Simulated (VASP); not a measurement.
Input of a VASP 6.6.1 run:

Contents of POSCAR:

```
BaTiO3
1.0
    3.9258885792      0.0000000000      0.0000000000
    0.0000000000      3.9723652526      0.0000000000
    0.0000000000      0.0000000000      4.1122285626
Ba Ti O
1 1 3
Direct
    0.0000000000      0.0000000000     -0.0042501670
    0.5000000000      0.5000000000      0.4776046287
    0.5000000000      0.5000000000      0.0339020936
    0.5000000000      0.0000000000      0.5163359384
    0.0000000000      0.5000000000      0.5194075063
```

Contents of INCAR.step1:

```
SYSTEM = BaTiO3
ALGO = Normal ; EDIFF = 1E-4
ENCUT = 520 ; GGA = PE
ISMEAR = 0 ; LASPH = .TRUE.
LCHARG = .FALSE. ; LREAL = .FALSE.
LWAVE = .TRUE. ; NBANDS = 28
NELM = 100 ; PREC = Accurate
SIGMA = 0.01
```

File INCAR.step2:

```
SYSTEM = BaTiO3
ALGO = Normal ; EDIFF = 1E-7
ENCUT = 520 ; ISIF = 2
ISMEAR = 0 ; ISTART = 1
LASPH = .TRUE. ; LCHARG = .FALSE.
LMIXTAU = .TRUE. ; LREAL = .FALSE.
LWAVE = .FALSE. ; METAGGA = R2SCAN
NBANDS = 28 ; NELM = 100
PREC = Accurate ; SIGMA = 0.01
```

Contents of KPOINTS:

```
k-points
0
G
  6 6 6
  0 0 0
```

Potentials or basis: VASP PAW PBE potentials, release 64 (Ba_sv, Ti_sv, O).

Run with:

```bash
$ cat potpaw_PBE.64/Ba_sv/POTCAR potpaw_PBE.64/Ti_sv/POTCAR potpaw_PBE.64/O/POTCAR > POTCAR
$ cp INCAR.step1 INCAR
$ mpirun -np 1 vasp_std > vasp.out
$ cp INCAR.step2 INCAR
$ mpirun -np 1 vasp_std > vasp.out
```

Task: Estimate the largest force.

Result: 0.160 eV/Å.

Task: What does it give for the pressure?

Result: 4.1 GPa.

Task: Estimate the band gap on the k mesh.

Result: 2.23 eV, indirect (least direct gap 2.74 eV).

Forces on the atoms (eV/Å):
```
Ba   0.000  0.000  0.031
Ti   0.000  0.000  0.160
O    0.000  0.000 -0.153
O    0.000  0.000 -0.019
O    0.000  0.000 -0.019
```

Caveat: the cell differs from its parent crystal (uniaxial x strain -1.2%); the PAW data sets were made with another functional, which shifts forces and pressure a little; spin-orbit coupling is left out, which moves the levels of the heavy elements. A k mesh can miss the band edges.
